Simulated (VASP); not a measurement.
# Al (I4/mmm) in VASP: notebook

Runs on Al. Level: r2SCAN. Tasks: single point.

All numbers are computed with VASP 6.6.1; they aren't measurements. Logs are shortened: lines on timing, memory, paths and dates and some standing lists are left out, and cuts for length are marked.

**1. The cell of the first run**

Symmetry: I4/mmm, No. 139, tetragonal system. Conventional cell: a = 3.182 Å, b = 3.182 Å, c = 3.087 Å, α = 90.00°, β = 90.00°, γ = 90.00°. Al (site symmetry 4/mmm) has 14 Al at 2.73 to 3.18 Å within 3.6 Å.

**2. Single point, r2SCAN (strain +0.000 along x and y, -0.030 along z)**

Input file POSCAR:

```
Al
1.0
   -1.5912186900      1.5912186900      1.5434821293
    1.5912186900     -1.5912186900      1.5434821293
    1.5912186900      1.5912186900     -1.5434821293
Al
1
Direct
    0.0000000000      0.0000000000      0.0000000000
```

Input file INCAR.step1:

```
PREC = Accurate ; ENCUT = 520
ISMEAR = 0 ; SIGMA = 0.15
LREAL = F ; LASPH = T
NELM = 100 ; NBANDS = 8
GGA = PE ; ALGO = Normal
EDIFF = 1E-4 ; LWAVE = T
LCHARG = F
```

Input file INCAR.step2:

```
PREC = Accurate ; ENCUT = 520
EDIFF = 1E-6 ; ISMEAR = 0
SIGMA = 0.15 ; LREAL = F
LASPH = T ; NELM = 100
ALGO = Normal ; ISIF = 2
LWAVE = F ; LCHARG = F
METAGGA = R2SCAN ; LMIXTAU = T
NBANDS = 8 ; ISTART = 1
```

Input file KPOINTS:

```
Automatic mesh
0
Gamma
  20 20 20
```

Potentials or basis: VASP PAW PBE potentials, release 64 (Al).

Run with:

```sh
> cat potpaw_PBE.64/Al/POTCAR > POTCAR
> cp INCAR.step1 INCAR
> mpirun -np 1 vasp_std > vasp.out
> cp INCAR.step2 INCAR
> mpirun -np 1 vasp_std > vasp.out
```

OUTCAR:

```text
PREC = Accurate
   ENCUT = 520
   EDIFF = 1E-6
   ISMEAR = 0
   LREAL = F
   LASPH = T
   NELM = 100
   ISIF = 2
   METAGGA = R2SCAN
   ISTART = 1

 ion  position               nearest neighbor table
   1  0.000  0.000  0.000-

  LATTYP: Found a body centered tetragonal cell.
 ALAT       =     3.1824373800
 C/A-ratio  =     0.9700000000

  Lattice vectors:

 A1 = (  -1.5912186900,   1.5912186900,   1.5434821293)
 A2 = (   1.5912186900,  -1.5912186900,   1.5434821293)
 A3 = (   1.5912186900,   1.5912186900,  -1.5434821293)

Analysis of symmetry for initial positions (statically):
=====================================================================
 Subroutine PRICEL returns:
 Original cell was already a primitive cell.

 Routine SETGRP: Setting up the symmetry group for a
 body centered tetragonal supercell.

 Subroutine GETGRP returns: Found 16 space group operations
 (whereof 16 operations were pure point group operations)
 out of a pool of 16 trial point group operations.

The static configuration has the point symmetry D_4h.

Analysis of symmetry for dynamics (positions and initial velocities):
=====================================================================
 Subroutine PRICEL returns:
 Original cell was already a primitive cell.

 Routine SETGRP: Setting up the symmetry group for a
 body centered tetragonal supercell.

 Subroutine GETGRP returns: Found 16 space group operations
 (whereof 16 operations were pure point group operations)
 out of a pool of 16 trial point group operations.

The dynamic configuration has the point symmetry D_4h.

 Subroutine INISYM returns: Found 16 space group operations
 (whereof 16 operations are pure point group operations),
 and found     1 'primitive' translations

----------------------------------------------------------------------------------------

                                     Primitive cell

  volume of cell :      15.6322

  direct lattice vectors                    reciprocal lattice vectors
    -1.591218690  1.591218690  1.543482129     0.000000000  0.314224565  0.323942850
     1.591218690 -1.591218690  1.543482129     0.314224565  0.000000000  0.323942850
     1.591218690  1.591218690 -1.543482129     0.314224565  0.314224565  0.000000000

  length of vectors
     2.728789278  2.728789278  2.728789278     0.451304827  0.451304827  0.444380641

  position of ions in fractional coordinates (direct lattice)
     0.000000000  0.000000000  0.000000000

  ion indices of the primitive-cell ions
   primitive index   ion index
                 1           1

----------------------------------------------------------------------------------------

 KPOINTS: Automatic mesh

Automatic generation of k-mesh.
 Grid dimensions read from file:
 generate k-points for:   20   20   20

 Generating k-lattice:

  Cartesian coordinates                     Fractional coordinates (reciprocal lattice)
     0.000000000  0.015711228  0.016197143     0.050000000 -0.000000000  0.000000000
     0.015711228  0.000000000  0.016197143    -0.000000000  0.050000000  0.000000000
     0.015711228  0.015711228  0.000000000     0.000000000  0.000000000  0.050000000

  Length of vectors
     0.022565241  0.022565241  0.022219032

  Shift w.r.t. Gamma in fractional coordinates (k-lattice)
     0.000000000  0.000000000  0.000000000

 Subroutine IBZKPT returns following result:
 ===========================================

 Found    641 irreducible k-points:

 Following reciprocal coordinates:
            Coordinates               Weight
  0.000000  0.000000  0.000000      1.000000
  0.050000  0.000000 -0.000000      8.000000
  0.100000  0.000000 -0.000000      8.000000
  0.150000  0.000000  0.000000      8.000000
  0.200000  0.000000 -0.000000      8.000000
  0.250000  0.000000 -0.000000      8.000000
[... 16 lines left out ...]
 -0.400000  0.050000  0.000000     16.000000
 -0.350000  0.050000 -0.000000     16.000000
 [... further k-points ...]
   k-points           NKPTS =    641   k-points in BZ     NKDIM =    641   number of bands    NBANDS=      8
   number of dos      NEDOS =    301   number of ions     NIONS =      1
   total plane-waves  NPLWV =   8000
   dimension x,y,z NGX =    20 NGY =   20 NGZ =   20
   dimension x,y,z NGXF=    40 NGYF=   40 NGZF=   40
   ions per type =               1
   NGX,Y,Z   is equivalent  to a cutoff of  12.18, 12.18, 12.18 a.u.
   NGXF,Y,Z  is equivalent  to a cutoff of  24.37, 24.37, 24.37 a.u.
 SYSTEM =  unknown system
   PREC   = accura    normal or accurate (medium, high low for compatibility)
   ISTART =      1    job   : 0-new  1-cont  2-samecut
   ICHARG =      0    charge: 1-file 2-atom 10-const
   ISPIN  =      1    spin polarized calculation?
   LNONCOLLINEAR =      F non collinear calculations
   LSORBIT =      F    spin-orbit coupling
   LASPH  =      T    aspherical Exc in radial PAW
   ENCUT  =  520.0 eV  38.22 Ry    6.18 a.u.   5.07  5.07  5.07*2*pi/ulx,y,z
   NELM   =    100;   NELMIN=  2; NELMDL=  0     # of ELM steps
   EDIFF  = 0.1E-05   stopping-criterion for ELM
   LREAL  =      F    real-space projection
   EDIFFG = 0.1E-04   stopping-criterion for IOM
   NSW    =      0    number of steps for IOM
   IBRION =     -1    ionic relax: 0-MD 1-quasi-New 2-CG
   NFREE  =      0    steps in history (QN), initial steepest desc. (CG)
   ISIF   =      2    stress and relaxation
   ISYM   =      2    0-nonsym 1-usesym 2-fastsym
   POTIM  = 0.5000    time-step for ionic-motion
   TEBEG  =    0.0;   TEEND  =   0.0 temperature during run
   PSTRESS=    0.0 pullay stress
   NELECT =       3.0000    total number of electrons
   NUPDOWN=      -1.0000    fix difference up-down
   EMIN   =  10.00;   EMAX   =-10.00  energy-range for DOS
   EFERMI =   0.00;   METHOD = LEGACY
   ISMEAR =     0;   SIGMA  =   0.15  broadening in eV -4-tet -1-fermi 0-gaus
   EFERMI_NEDOS =   21; number of points for ismear=-14 and -15
   IALGO  =     38    algorithm
   IMIX   =      4    mixing-type and parameters
     AMIX     =   0.40;   BMIX     =  1.00
     AMIX_MAG =   1.60;   BMIX_MAG =  1.00
  volume/ion in A,a.u.               =      15.63       105.49
  Fermi-wavevector in a.u.,A,eV,Ry     =   0.944296  1.784461 12.132245  0.891695
  Thomas-Fermi vector in A             =   2.072087
   LORBIT       =      0    0 simple, 1 ext, 2 COOP (PROOUT), +10 PAW based schemes
   METAGGA = R2SCAN    functional components
   LHFCALC =     F    Hartree Fock is set to
   AEXX    =    0.0000 exact exchange contribution
   IVDW    =     0    specifies the selected vdW correction
   LEPSILON=     F    determine dielectric tensor
   LRPA    =     F    only Hartree local field effects (RPA)
 non-spin polarized calculation
 Gauss-broadening in eV      SIGMA  =   0.15
  energy-cutoff  :      520.00
  volume of cell :       15.63
 maximum number of plane-waves:       436
   NGX = 11   NGY = 11   NGZ = 11

 number of electron       3.0000000 magnetization

 Free energy of the ion-electron system (eV)
  ---------------------------------------------------
  ext. energy  EPLUGINS =         0.00000000
  ---------------------------------------------------
  free energy    TOTEN  =        -6.62330075 eV

  energy without entropy =       -6.61881638  energy(sigma->0) =       -6.62105856

 E-fermi :   8.6056     XC(G=0): -11.1217

 val. band max:        8.6042497845   @ k =   0.2500   0.2500   0.1500
 cond. band min:       8.6165846053   @ k =  -0.3000  -0.4000   0.2500
 fundamental gap:      0.0123348208
 Fermi energy:         8.6055708022

 k-point     1 :       0.0000    0.0000    0.0000
  band No.  band energies     occupation
      1      -3.6402      2.00000
      2      22.4634      0.00000
      3      23.2635      0.00000
      4      23.2636      0.00000
      5      25.1983      0.00000
      6      25.1983      0.00000
      7      25.6504      0.00000
      8      25.8159      0.00000

 k-point     2 :       0.0500    0.0000   -0.0000
  band No.  band energies     occupation
      1      -3.5601      2.00000
      2      22.0554      0.00000
      3      22.3199      0.00000
      4      22.8219      0.00000
      5      24.5769      0.00000
      6      25.6838      0.00000
      7      25.8125      0.00000
      8      25.8145      0.00000

 k-point     3 :       0.1000    0.0000   -0.0000
  band No.  band energies     occupation
      1      -3.3201      2.00000
      2      20.2972      0.00000
      3      21.2382      0.00000
      4      21.9487      0.00000
      5      23.5813      0.00000
      6      24.9343      0.00000
      7      26.2082      0.00000
      8      26.9341      0.00000

 k-point     4 :       0.1500    0.0000    0.0000
  band No.  band energies     occupation
      1      -2.9210      2.00000
      2      18.0083      0.00000
      3      20.3841      0.00000
      4      21.0020      0.00000
      5      22.6421      0.00000
      6      24.1702      0.00000
      7      26.7888      0.00000
      8      27.3394      0.00000

 k-point     5 :       0.2000    0.0000   -0.0000
  band No.  band energies     occupation
      1      -2.3643      2.00000
      2      15.7177      0.00000
      3      19.5961      0.00000
      4      20.1176      0.00000
      5      21.7946      0.00000
      6      23.4792      0.00000
      7      27.3986      0.00000
      8      27.8748      0.00000
[... 177 lines left out ...]
 k-point    22 :      -0.4500    0.0500    0.0000
  band No.  band energies     occupation
      1       2.0528      2.00000
      2       6.7641      2.00000
      3      16.1995      0.00000
      4      17.8933      0.00000
      5      19.9967      0.00000
      6      22.1864      0.00000
      7      30.5846      0.00000
      8      32.0068      0.00000

 k-point    23 :      -0.4000    0.0500    0.0000
  band No.  band energies     occupation
      1       0.8298      2.00000
      2       8.5472      1.41773
      3      16.4492      0.00000
      4      18.1965      0.00000
      5      20.2484      0.00000
      6      22.4753      0.00000
      7      29.7047      0.00000
      8      31.1736      0.00000

 k-point    24 :      -0.3500    0.0500   -0.0000
  band No.  band energies     occupation
      1      -0.2553      2.00000
      2      10.4685      0.00000
      3      16.8387      0.00000
      4      18.6311      0.00000
      5      20.6368      0.00000
      6      22.8787      0.00000
      7      28.7807      0.00000
      8      30.3030      0.00000

 [... further k-points ...]
[... 5 lines left out ...]
  --------------------------------------------------------------------------------------
  -------------------------------------------------------------------------------------
  Total        0.3301838      0.3301838      0.1785660      0.0000000      0.0000000      0.0000000
  in kB       33.8411371     33.8411371     18.3015534      0.0000000      0.0000000      0.0000000
  external PRESSURE =      28.6612759 kB  Pullay stress =       0.0000000 kB

 VOLUME and BASIS-vectors are now :
 -----------------------------------------------------------------------------
  energy-cutoff  :      520.00
  volume of cell :       15.63
      direct lattice vectors                 reciprocal lattice vectors
    -1.591218690  1.591218690  1.543482129     0.000000000  0.314224565  0.323942850
     1.591218690 -1.591218690  1.543482129     0.314224565  0.000000000  0.323942850
     1.591218690  1.591218690 -1.543482129     0.314224565  0.314224565  0.000000000

 POSITION                                       TOTAL-FORCE (eV/Angst)
 -----------------------------------------------------------------------------------
      0.00000      0.00000      0.00000         0.000000     -0.000000     -0.000000
 -----------------------------------------------------------------------------------
    total drift:                                0.000000     -0.000000     -0.000000

  FREE ENERGIE OF THE ION-ELECTRON SYSTEM (eV)
  ---------------------------------------------------
  free  energy   TOTEN  =        -6.6233007495 eV

  energy  without entropy=       -6.6188163797  energy(sigma->0) =       -6.62105856
```

Wall time 2.5 min (1 thread of Intel Xeon Platinum 8488C (Sapphire Rapids), shared host); peak memory 0.17 GiB.

What came out:

| Property | Result |
| --- | --- |
| Free energy | -6.6233 eV |
| Pressure | 2.9 GPa |

Levels at points of the mesh, in eV from the Fermi level:
| k point | band 1 | band 2 | band 3 | band 4 | band 5 |
| --- | --- | --- | --- | --- | --- |
| (0.00, 0.00, 0.00) | -12.25 | 13.86 | 14.66 | 14.66 | 16.59 |
| (0.50, 0.00, 0.00) | -4.86 | -3.96 | 8.58 | 9.06 | 10.76 |
| (0.50, 0.50, 0.00) | -5.04 | -4.27 | 9.30 | 9.72 | 11.59 |
| (0.50, 0.50, 0.50) | 1.80 | 1.80 | 2.69 | 2.76 | 3.01 |

Caveat: the cell differs from its parent crystal (strain +0.000 along x and y, -0.030 along z); the PAW data sets were made with another functional, which shifts forces and pressure a little.

**3. Single point, r2SCAN (strain -0.015 along x and y, +0.000 along z)**

Input file POSCAR:

```
Al
1.0
   -1.5673504096      1.5673504096      1.5912186900
    1.5673504096     -1.5673504096      1.5912186900
    1.5673504096      1.5673504096     -1.5912186900
Al
1
Direct
    0.0000000000      0.0000000000      0.0000000000
```

Input file INCAR.step1:

```
SYSTEM = Al
PREC = Accurate
ENCUT = 520
ISMEAR = 0
SIGMA = 0.15
LREAL = .FALSE.
LASPH = .TRUE.
NELM = 60
NBANDS = 8
GGA = PE
ALGO = Normal
EDIFF = 1E-4
LWAVE = .TRUE.
LCHARG = .FALSE.
```

Input file INCAR.step2:

```
SYSTEM = Al
PREC = Accurate
ENCUT = 520
EDIFF = 1E-7
ISMEAR = 0
SIGMA = 0.15
LREAL = .FALSE.
LASPH = .TRUE.
NELM = 60
ALGO = Normal
ISIF = 2
LWAVE = .FALSE.
LCHARG = .TRUE.
METAGGA = R2SCAN
LMIXTAU = .TRUE.
LELF = .TRUE.
LVHAR = .TRUE.
NBANDS = 8
ISTART = 1
```

Input file KPOINTS:

```
regular mesh
0
G
  20 20 20
  0 0 0
```

Potentials or basis: VASP PAW PBE potentials, release 64 (Al).

Run with:

```sh
> cat potpaw_PBE.64/Al/POTCAR > POTCAR
> cp INCAR.step1 INCAR
> mpirun -np 1 vasp_std > vasp.out
> cp INCAR.step2 INCAR
> mpirun -np 1 vasp_std > vasp.out
```

It took 2.6 min on 1 thread of Intel Xeon Platinum 8488C (Sapphire Rapids), shared host; peak memory 0.17 GiB.

Results (log left out):

| Quantity | Value |
| --- | --- |
| Free energy | -6.6220 eV |
| Pressure | 2.8 GPa |

Stress tensor (GPa, compression positive):
```
2.46 0.00 0.00
0.00 2.46 0.00
0.00 0.00 3.62
```

Levels at points of the mesh, in eV from the Fermi level:
| k point | band 1 | band 2 | band 3 | band 4 | band 5 |
| --- | --- | --- | --- | --- | --- |
| (0.00, 0.00, 0.00) | -12.25 | 14.24 | 14.24 | 14.63 | 16.65 |
| (0.50, 0.00, 0.00) | -4.96 | -4.12 | 8.92 | 9.37 | 11.16 |
| (0.50, 0.50, 0.00) | -4.87 | -3.97 | 8.57 | 9.05 | 10.76 |
| (0.50, 0.50, 0.50) | 1.79 | 2.26 | 2.26 | 2.77 | 2.97 |

Caveat: the cell differs from its parent crystal (strain -0.015 along x and y, +0.000 along z); the PAW data sets were made with another functional, which shifts forces and pressure a little.

**4. Single point, r2SCAN (strain +0.000 along x and y, -0.015 along z)**

Input file POSCAR:

```
Al
1.0
   -1.5912186900      1.5912186900      1.5673504096
    1.5912186900     -1.5912186900      1.5673504096
    1.5912186900      1.5912186900     -1.5673504096
Al
1
Direct
    0.0000000000      0.0000000000      0.0000000000
```

Input file INCAR.step1:

```
SYSTEM = Al
ALGO = Normal ; EDIFF = 1E-4
ENCUT = 520 ; GGA = PE
ISMEAR = 0 ; LASPH = .True.
LCHARG = .False. ; LREAL = .False.
LWAVE = .True. ; NBANDS = 8
NELM = 80 ; PREC = Accurate
SIGMA = 0.15
```

Input file INCAR.step2:

```
SYSTEM = Al
ALGO = Normal ; EDIFF = 1E-6
ENCUT = 520 ; ISIF = 2
ISMEAR = 0 ; ISTART = 1
LASPH = .True. ; LCHARG = .True.
LELF = .True. ; LMIXTAU = .True.
LREAL = .False. ; LVHAR = .True.
LWAVE = .False. ; METAGGA = R2SCAN
NBANDS = 8 ; NELM = 80
PREC = Accurate ; SIGMA = 0.15
```

Input file KPOINTS:

```
k-points
0
Gamma
  20 20 20
  0 0 0
```

Run with:

```sh
> cat potpaw_PBE.64/Al/POTCAR > POTCAR
> cp INCAR.step1 INCAR
> mpirun -np 1 vasp_std > vasp.out
> cp INCAR.step2 INCAR
> mpirun -np 1 vasp_std > vasp.out
```

Run time: 2.4 min. Hardware: 1 thread of Intel Xeon Platinum 8488C (Sapphire Rapids), shared host; peak memory 0.18 GiB.

Results (log left out):

```yaml
Free_energy: -6.6251 eV
Pressure: 1.5 GPa
```

Stress tensor (GPa, compression positive):
```
1.81 0.00 0.00
0.00 1.81 0.00
0.00 0.00 0.75
```

Levels at points of the mesh, in eV from the Fermi level:
```csv
k point,band 1,band 2,band 3,band 4,band 5
"(0.00, 0.00, 0.00)",-12.14,14.02,14.41,14.41,16.45
"(0.50, 0.00, 0.00)",-4.84,-4.00,8.66,9.03,10.78
"(0.50, 0.50, 0.00)",-4.92,-4.15,9.00,9.35,11.19
"(0.50, 0.50, 0.50)",1.92,1.92,2.39,2.81,2.98
```

Caveat: the cell differs from its parent crystal (strain +0.000 along x and y, -0.015 along z); the PAW data sets were made with another functional, which shifts forces and pressure a little.

(Part 1 of 2 ends here.)
